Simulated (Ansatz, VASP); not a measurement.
## One calculation of TiO, two programs

```xyz
2
Lattice="2.9280 0.0000 0.0000 -1.4640 2.5357 0.0000 0.0000 0.0000 2.6820" Properties=species:S:1:pos:R:3 pbc="T T T"
Ti    1.4640    0.8452    0.0000
O     0.0000    0.0000    1.3410
```

Alike in both runs: task single point; functional PBEsol; k mesh 18 × 18 × 16; occupations gaussian, width 0.15 eV; no spin polarisation.

|  | VASP | Ansatz |
| --- | --- | --- |
| version | VASP 6.6.1 | Ansatz 0.2.0 |
| potentials or method | VASP PAW PBE potentials, release 64 (Ti_sv, O), cutoff 520 eV | scalar-relativistic, plane waves, PAW |
| valence electrons in the cell | 18 | 18 |

Ansatz gave:

* gap on the k mesh at the Fermi level (eV): none
* pressure (GPa): -10.4
* traceless stress, the component that is largest in VASP (GPa): 22.44

**Question.** Which values does VASP return?

**Answer.** gap on the k mesh at the Fermi level (eV): none; pressure (GPa): -9.7; traceless stress, the component that is largest in VASP (GPa): 22.51.

VASP's potentials were made for PBE, not for PBEsol, and Ansatz warns of the same on its side. A gap of «none» marks a metal or a gap that the smearing closes.
